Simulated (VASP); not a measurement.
# Be (P6_3/mmc) in VASP: further runs

The runs below take Be through single point, with PBE.

All numbers are computed with VASP 6.6.1; they aren't measurements. Logs are shortened: lines on timing, memory, paths and dates and some standing lists are left out, and cuts for length are marked.

## (1) The cell of the first run

Symmetry: P6_3/mmc, No. 194, hexagonal system. Conventional cell: a = 2.293 Å, b = 2.293 Å, c = 3.593 Å, α = 90.00°, β = 90.00°, γ = 120.00°. Be (site symmetry -6m2) has 12 Be at 2.23 to 2.29 Å within 3.0 Å.

## (2) Single point, PBE

INCAR

```
SYSTEM = Be
  PREC = Accurate
  ENCUT = 600
  EDIFF = 1E-6
  ISMEAR = 0
  SIGMA = 0.1
  LREAL = .False.
  LASPH = .True.
  NELM = 120
  ALGO = Normal
  ISIF = 2
  LWAVE = .False.
  LCHARG = .False.
  GGA = PE
  NBANDS = 9
  GGA_COMPAT = .False.
```

KPOINTS

```
regular mesh
0
Gamma
  12 12 7
  0 0 0
```

POSCAR

```
Be
1.0
    2.2932002400      0.0000000000      0.0000000000
   -1.1466001200      1.9859696600      0.0000000000
    0.0000000000      0.0000000000      3.5930000000
Be
2
Direct
    0.3333333300      0.6666666700      0.2500000000
    0.6666666700      0.3333333300      0.7500000000
```

Potentials or basis: VASP PAW PBE potentials, release 64 (Be).

Run with:

```sh
$ cat potpaw_PBE.64/Be/POTCAR > POTCAR
$ mpirun -np 1 vasp_std > vasp.out
```

OUTCAR:

```text
SYSTEM = Be
   PREC = Accurate
   ENCUT = 600
   EDIFF = 1E-6
   ISMEAR = 0
   LREAL = .False.
   LASPH = .True.
   NELM = 120
   ISIF = 2
   GGA = PE

 ion  position               nearest neighbor table
   1  0.333  0.667  0.250-   2 2.23   2 2.23   2 2.23   2 2.23   2 2.23   2 2.23
   2  0.667  0.333  0.750-   1 2.23   1 2.23   1 2.23   1 2.23   1 2.23   1 2.23

  LATTYP: Found a hexagonal cell.
 ALAT       =     2.2932002400
 C/A-ratio  =     1.5668060457

  Lattice vectors:

 A1 = (   2.2932002400,   0.0000000000,   0.0000000000)
 A2 = (  -1.1466001200,   1.9859696600,   0.0000000000)
 A3 = (   0.0000000000,   0.0000000000,   3.5930000000)

Analysis of symmetry for initial positions (statically):
=====================================================================
 Subroutine PRICEL returns:
 Original cell was already a primitive cell.

 Routine SETGRP: Setting up the symmetry group for a
 hexagonal supercell.

 Subroutine GETGRP returns: Found 24 space group operations
 (whereof 12 operations were pure point group operations)
 out of a pool of 24 trial point group operations.

The static configuration has the point symmetry D_3d.
 The point group associated with its full space group is D_6h.

Analysis of symmetry for dynamics (positions and initial velocities):
=====================================================================
 Subroutine PRICEL returns:
 Original cell was already a primitive cell.

 Routine SETGRP: Setting up the symmetry group for a
 hexagonal supercell.

 Subroutine GETGRP returns: Found 24 space group operations
 (whereof 12 operations were pure point group operations)
 out of a pool of 24 trial point group operations.

The dynamic configuration has the point symmetry D_3d.
 The point group associated with its full space group is D_6h.

 Subroutine INISYM returns: Found 24 space group operations
 (whereof 12 operations are pure point group operations),
 and found     1 'primitive' translations

----------------------------------------------------------------------------------------

                                     Primitive cell

  volume of cell :      16.3633

  direct lattice vectors                    reciprocal lattice vectors
     2.293200240  0.000000000  0.000000000     0.436071819  0.251766183  0.000000000
    -1.146600120  1.985969660  0.000000000     0.000000000  0.503532365  0.000000000
     0.000000000  0.000000000  3.593000000     0.000000000  0.000000000  0.278318954

  length of vectors
     2.293200240  2.293200237  3.593000000     0.503532364  0.503532365  0.278318954

  position of ions in fractional coordinates (direct lattice)
     0.333333330  0.666666670  0.250000000
     0.666666670  0.333333330  0.750000000

  ion indices of the primitive-cell ions
   primitive index   ion index
                 1           1
                 2           2

----------------------------------------------------------------------------------------

 KPOINTS: regular mesh

Automatic generation of k-mesh.
 Grid dimensions read from file:
 generate k-points for:   12   12    7

 Generating k-lattice:

  Cartesian coordinates                     Fractional coordinates (reciprocal lattice)
     0.036339318  0.020980515  0.000000000     0.083333333 -0.000000000  0.000000000
     0.000000000  0.041961030  0.000000000     0.000000000  0.083333333  0.000000000
     0.000000000  0.000000000  0.039759851     0.000000000  0.000000000  0.142857143

  Length of vectors
     0.041961030  0.041961030  0.039759851

  Shift w.r.t. Gamma in fractional coordinates (k-lattice)
     0.000000000  0.000000000  0.000000000

 Subroutine IBZKPT returns following result:
 ===========================================

 Found     76 irreducible k-points:

 Following reciprocal coordinates:
            Coordinates               Weight
  0.000000  0.000000  0.000000      1.000000
  0.083333 -0.000000  0.000000      6.000000
  0.166667 -0.000000  0.000000      6.000000
  0.250000 -0.000000  0.000000      6.000000
  0.333333  0.000000  0.000000      6.000000
  0.416667 -0.000000  0.000000      6.000000
[... 16 lines left out ...]
  0.250000 -0.000000  0.142857     12.000000
  0.333333  0.000000  0.142857     12.000000
 [... further k-points ...]
   k-points           NKPTS =     76   k-points in BZ     NKDIM =     76   number of bands    NBANDS=      9
   number of dos      NEDOS =    301   number of ions     NIONS =      2
   total plane-waves  NPLWV =   9720
   dimension x,y,z NGX =    18 NGY =   18 NGZ =   30
   dimension x,y,z NGXF=    36 NGYF=   36 NGZF=   60
   ions per type =               2
   NGX,Y,Z   is equivalent  to a cutoff of  13.05, 13.05, 13.88 a.u.
   NGXF,Y,Z  is equivalent  to a cutoff of  26.10, 26.10, 27.76 a.u.
 SYSTEM =  Be
   PREC   = accura    normal or accurate (medium, high low for compatibility)
   ISTART =      0    job   : 0-new  1-cont  2-samecut
   ICHARG =      2    charge: 1-file 2-atom 10-const
   ISPIN  =      1    spin polarized calculation?
   LNONCOLLINEAR =      F non collinear calculations
   LSORBIT =      F    spin-orbit coupling
   LASPH  =      T    aspherical Exc in radial PAW
   ENCUT  =  600.0 eV  44.10 Ry    6.64 a.u.   4.58  4.58  7.18*2*pi/ulx,y,z
   NELM   =    120;   NELMIN=  2; NELMDL= -5     # of ELM steps
   EDIFF  = 0.1E-05   stopping-criterion for ELM
   LREAL  =      F    real-space projection
   EDIFFG = 0.1E-04   stopping-criterion for IOM
   NSW    =      0    number of steps for IOM
   IBRION =     -1    ionic relax: 0-MD 1-quasi-New 2-CG
   NFREE  =      0    steps in history (QN), initial steepest desc. (CG)
   ISIF   =      2    stress and relaxation
   ISYM   =      2    0-nonsym 1-usesym 2-fastsym
   POTIM  = 0.5000    time-step for ionic-motion
   TEBEG  =    0.0;   TEEND  =   0.0 temperature during run
   PSTRESS=    0.0 pullay stress
   NELECT =       4.0000    total number of electrons
   NUPDOWN=      -1.0000    fix difference up-down
   EMIN   =  10.00;   EMAX   =-10.00  energy-range for DOS
   EFERMI =   0.00;   METHOD = LEGACY
   ISMEAR =     0;   SIGMA  =   0.10  broadening in eV -4-tet -1-fermi 0-gaus
   EFERMI_NEDOS =   21; number of points for ismear=-14 and -15
   IALGO  =     38    algorithm
   IMIX   =      4    mixing-type and parameters
     AMIX     =   0.40;   BMIX     =  1.00
     AMIX_MAG =   1.60;   BMIX_MAG =  1.00
  volume/ion in A,a.u.               =       8.18        55.21
  Fermi-wavevector in a.u.,A,eV,Ry     =   1.023617  1.934356 14.256077  1.047792
  Thomas-Fermi vector in A             =   2.157360
   LORBIT       =      0    0 simple, 1 ext, 2 COOP (PROOUT), +10 PAW based schemes
   GGA     = PE    functional components
   LHFCALC =     F    Hartree Fock is set to
   AEXX    =    0.0000 exact exchange contribution
   IVDW    =     0    specifies the selected vdW correction
   LEPSILON=     F    determine dielectric tensor
   LRPA    =     F    only Hartree local field effects (RPA)
 non-spin polarized calculation
 Gauss-broadening in eV      SIGMA  =   0.10
  energy-cutoff  :      600.00
  volume of cell :       16.36
 maximum number of plane-waves:       559
   NGX =  9   NGY =  9   NGZ = 15

 number of electron       4.0000000 magnetization

 Free energy of the ion-electron system (eV)
  ---------------------------------------------------
  ext. energy  EPLUGINS =         0.00000000
  ---------------------------------------------------
  free energy    TOTEN  =        -7.53695638 eV

  energy without entropy =       -7.53620563  energy(sigma->0) =       -7.53658100

 E-fermi :   7.1790     XC(G=0): -10.4935

 val. band max:        6.4949814264   @ k =   0.3333   0.0833   0.0000
 cond. band min:       7.2272740371   @ k =   0.3333   0.0000   0.0000
 fundamental gap:      0.7322926107
 Fermi energy:         7.1790001282

 k-point     1 :       0.0000    0.0000    0.0000
  band No.  band energies     occupation
      1      -4.4156      2.00000
      2       2.4729      2.00000
      3       7.8301      0.00000
      4      22.2190      0.00000
      5      22.2190      0.00000
      6      25.0249      0.00000
      7      25.0249      0.00000
      8      27.1980      0.00000
      9      33.2265      0.00000

 k-point     2 :       0.0833   -0.0000    0.0000
  band No.  band energies     occupation
      1      -4.2190      2.00000
      2       2.7274      2.00000
      3       7.8920      0.00000
      4      20.7145      0.00000
      5      21.1696      0.00000
      6      25.0168      0.00000
      7      25.4996      0.00000
      8      26.7966      0.00000
      9      30.7599      0.00000

 k-point     3 :       0.1667   -0.0000    0.0000
  band No.  band energies     occupation
      1      -3.6286      2.00000
      2       3.4891      2.00000
      3       8.0402      0.00000
      4      17.6051      0.00000
      5      19.4574      0.00000
      6      24.6776      0.00000
      7      25.2430      0.00000
      8      25.4747      0.00000
      9      27.6081      0.00000

 k-point     4 :       0.2500   -0.0000    0.0000
  band No.  band energies     occupation
      1      -2.6448      2.00000
      2       4.7509      2.00000
      3       8.0582      0.00000
      4      14.5565      0.00000
      5      17.9313      0.00000
      6      22.2579      0.00000
      7      22.8292      0.00000
      8      24.7717      0.00000
      9      26.0078      0.00000

 k-point     5 :       0.3333    0.0000    0.0000
  band No.  band energies     occupation
      1      -1.2755      2.00000
      2       6.4926      2.00000
      3       7.2273      0.49480
      4      12.8369      0.00000
      5      16.7840      0.00000
      6      18.6658      0.00000
      7      20.0614      0.00000
      8      23.9954      0.00000
      9      25.7605      0.00000

 k-point     6 :       0.4167   -0.0000    0.0000
  band No.  band energies     occupation
      1       0.4313      2.00000
      2       5.2520      2.00000
      3       8.6335      0.00000
      4      12.8889      0.00000
      5      15.2551      0.00000
      6      16.0796      0.00000
      7      17.7189      0.00000
      8      23.4553      0.00000
      9      25.7348      0.00000
[... 169 lines left out ...]
 k-point    21 :       0.0833   -0.0000    0.1429
  band No.  band energies     occupation
      1      -4.0429      2.00000
      2       1.7672      2.00000
      3       9.2535      0.00000
      4      20.8827      0.00000
      5      21.3489      0.00000
      6      24.7596      0.00000
      7      25.2781      0.00000
      8      25.8381      0.00000
      9      30.6668      0.00000

 k-point    22 :       0.1667   -0.0000    0.1429
  band No.  band energies     occupation
      1      -3.4522      2.00000
      2       2.4471      2.00000
      3       9.4691      0.00000
      4      17.7711      0.00000
      5      19.6560      0.00000
      6      23.7565      0.00000
      7      24.8390      0.00000
      8      24.9781      0.00000
      9      27.9906      0.00000

 k-point    23 :       0.2500   -0.0000    0.1429
  band No.  band energies     occupation
      1      -2.4688      2.00000
      2       3.5350      2.00000
      3       9.5764      0.00000
      4      14.7641      0.00000
      5      18.1389      0.00000
      6      20.5950      0.00000
      7      23.9212      0.00000
      8      24.1051      0.00000
      9      26.2626      0.00000

 k-point    24 :       0.3333    0.0000    0.1429
  band No.  band energies     occupation
      1      -1.1026      2.00000
      2       4.8252      2.00000
      3       8.8030      0.00000
      4      13.2839      0.00000
      5      16.9960      0.00000
      6      17.3039      0.00000
      7      21.6504      0.00000
      8      23.2467      0.00000
      9      25.6813      0.00000

 [... further k-points ...]

------------------------ aborting loop because EDIFF is reached ----------------------------------------

  FORCE on cell =-STRESS in cart. coord.  units (eV):
  Direction    XX          YY          ZZ          XY          YZ          ZX
  --------------------------------------------------------------------------------------
  -------------------------------------------------------------------------------------
  Total       -0.4347377     -0.4347377     -0.3095993      0.0000000     -0.0000000      0.0000000
  in kB      -42.5663219    -42.5663218    -30.3136813      0.0000000     -0.0000000      0.0000000
  external PRESSURE =     -38.4821083 kB  Pullay stress =       0.0000000 kB

 VOLUME and BASIS-vectors are now :
 -----------------------------------------------------------------------------
  energy-cutoff  :      600.00
  volume of cell :       16.36
      direct lattice vectors                 reciprocal lattice vectors
     2.293200240  0.000000000  0.000000000     0.436071819  0.251766183  0.000000000
    -1.146600120  1.985969660  0.000000000     0.000000000  0.503532365  0.000000000
     0.000000000  0.000000000  3.593000000     0.000000000  0.000000000  0.278318954

 POSITION                                       TOTAL-FORCE (eV/Angst)
 -----------------------------------------------------------------------------------
     -0.00000      1.32398      0.89825         0.000000     -0.000000      0.000000
      1.14660      0.66199      2.69475        -0.000000      0.000000      0.000000
 -----------------------------------------------------------------------------------
    total drift:                                0.000000     -0.000000      0.000000

  FREE ENERGIE OF THE ION-ELECTRON SYSTEM (eV)
  ---------------------------------------------------
  free  energy   TOTEN  =        -7.5369563769 eV

  energy  without entropy=       -7.5362056319  energy(sigma->0) =       -7.53658100
```

Wall time 5.1 s (1 thread of Intel Xeon Platinum 8559C (Emerald Rapids), shared host); peak memory 0.13 GiB.

What came out:

| Quantity | Value |
| --- | --- |
| Free energy | -7.5370 eV |
| Pressure | -3.8 GPa |
| Band gap on the k mesh | zero (band 2 reaches 7.53 eV, above the bottom of band 3 at 5.66 eV) |

Stress tensor (GPa, compression positive):
```
-4.26  0.00  0.00
 0.00 -4.26  0.00
 0.00  0.00 -3.03
```

Levels at points of the mesh, in eV from the Fermi level:
```csv
k point,band 1,band 2,band 3,band 4,band 5,band 6,band 7
"(0.00, 0.00, 0.00)",-11.59,-4.71,0.65,15.04,15.04,17.85,17.85
"(0.50, 0.00, 0.00)",-5.33,-3.55,3.13,5.96,6.15,8.66,9.43
```

## (3) Single point, PBE

INCAR

```
ALGO     = Normal         # electronic algorithm
EDIFF    = 1E-6           # SCF threshold, eV
ENCUT    = 600            # plane-wave cutoff, eV
GGA      = PE             # functional
GGA_COMPAT= F            
ISIF     = 2              # what is computed and relaxed
ISMEAR   = -1             # smearing method
LASPH    = T              # aspherical terms in the spheres
LCHARG   = T              # write CHGCAR
LELF     = T              # ELF
LREAL    = F              # projectors in reciprocal space
LVHAR    = T            
LWAVE    = F              # write WAVECAR
NBANDS   = 9              # bands
NELM     = 120            # most SCF steps
PREC     = Accurate       # precision mode
SIGMA    = 0.003          # smearing width, eV
```

KPOINTS

```
k-points
0
Gamma
  12 12 7
```

POSCAR is that of step 2.

Potentials or basis: VASP PAW PBE potentials, release 64 (Be).

Run with:

```sh
$ cat potpaw_PBE.64/Be/POTCAR > POTCAR
$ mpirun -np 1 vasp_std > vasp.out
```

It took 5.3 s on 1 thread of Intel Xeon Platinum 8559C (Emerald Rapids), shared host; peak memory 0.13 GiB.

It converged, with:

| Item | Value |
| --- | --- |
| Free energy | -7.5363 eV |
| Pressure | -3.8 GPa |
| Band gap on the k mesh | zero (band 2 reaches 7.53 eV, above the bottom of band 3 at 5.66 eV) |

Stress tensor (GPa, compression positive):
```
-4.19  0.00  0.00
 0.00 -4.19  0.00
 0.00  0.00 -3.14
```

Levels at points of the mesh, in eV from the Fermi level:
| k point | band 1 | band 2 | band 3 | band 4 | band 5 | band 6 | band 7 |
| --- | --- | --- | --- | --- | --- | --- | --- |
| (0.00, 0.00, 0.00) | -11.64 | -4.76 | 0.60 | 14.99 | 14.99 | 17.80 | 17.80 |
| (0.50, 0.00, 0.00) | -5.38 | -3.60 | 3.08 | 5.91 | 6.11 | 8.61 | 9.38 |

## (4) Single point, PBE

INCAR

```
SYSTEM = Be
ALGO = Normal
EDIFF = 1E-6
ENCUT = 600
GGA = PE
GGA_COMPAT = .FALSE.
ISIF = 2
ISMEAR = -1
LASPH = .TRUE.
LCHARG = .FALSE.
LREAL = .FALSE.
LWAVE = .FALSE.
NBANDS = 9
NELM = 120
PREC = Accurate
SIGMA = 0.001
```

KPOINTS

```
k-points
0
G
  12 12 7
  0 0 0
```

POSCAR is that of step 3.

Run with:

```sh
$ cat potpaw_PBE.64/Be/POTCAR > POTCAR
$ mpirun -np 1 vasp_std > vasp.out
```

Run time: 5.4 s. Hardware: 1 thread of Intel Xeon Platinum 8559C (Emerald Rapids), shared host; peak memory 0.13 GiB.

Results (log left out):

| Property | Result |
| --- | --- |
| Free energy | -7.5363 eV |
| Pressure | -3.8 GPa |
| Band gap on the k mesh | zero (band 2 reaches 7.53 eV, above the bottom of band 3 at 5.66 eV) |

Stress tensor (GPa, compression positive):
```
-4.16  0.00  0.00
 0.00 -4.16  0.00
 0.00  0.00 -3.19
```

Levels at points of the mesh, in eV from the Fermi level:
```
           k point  band 1  band 2  band 3  band 4  band 5  band 6
(0.00, 0.00, 0.00)  -11.64   -4.76    0.60   14.99   14.99   17.80
(0.50, 0.00, 0.00)   -5.38   -3.60    3.08    5.91    6.11    8.61
```

## (5) Overview

```csv
smearing,gap on the mesh (eV),pressure (GPa)
gaussian 0.1 eV,none,-3.8
fermi-dirac 0.003 eV,none,-3.8
fermi-dirac 0.001 eV,none,-3.8
```

Alike in all rows: task single point; level PBE; potentials or basis VASP PAW PBE potentials, release 64 (Be); no spin polarisation; cell as given; k mesh 12 × 12 × 7; cutoff (eV) 600.

Every run on the cell as given and a fine mesh finds a metal.

Total energies depend on the potentials used, so only differences within one code and one set of settings carry meaning.
